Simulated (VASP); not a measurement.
Runs of VASP 6.6.1 on Sr. The structure is that of space group P6_3/mmc (No. 194), or close to it. The cells are those of the table. This isn't the form of Sr at room conditions, which is fcc.

```csv
task,cell,k mesh,cutoff (eV),gap on the mesh (eV),pressure (GPa)
single point,"a = 4.272, b = 4.272, c = 6.935 Å, angles 90.0, 90.0, 120.0°, 2 atoms",6 × 6 × 4,520,none,(a)
single point,"a = 3.368, b = 3.368, c = 5.450 Å, angles 90.0, 90.0, 120.0°, 2 atoms",6 × 6 × 4,520,none,23.4
single point,"a = 4.269, b = 4.269, c = 7.014 Å, angles 90.0, 90.0, 120.0°, 2 atoms",12 × 12 × 6,520,none,0.0
relaxation of cell and atoms,"relaxed from a = 3.368, b = 3.368, c = 5.450 Å, angles 90.0, 90.0, 120.0°, 2 atoms",6 × 6 × 4,600,none,-0.1
```

Alike in all rows: level PBE; potentials or basis VASP PAW PBE potentials, release 64 (Sr_sv); no spin polarisation; smearing gaussian 0.1 eV.

Problem. Estimate the missing entries.

Solution. (a) 0.1.

Caveats: the cell stands under pressure (at least some runs).

A k mesh can miss the band edges, and the runs leave out spin-orbit coupling on Sr.

A gap of «none» marks levels without a gap at the run's occupations.
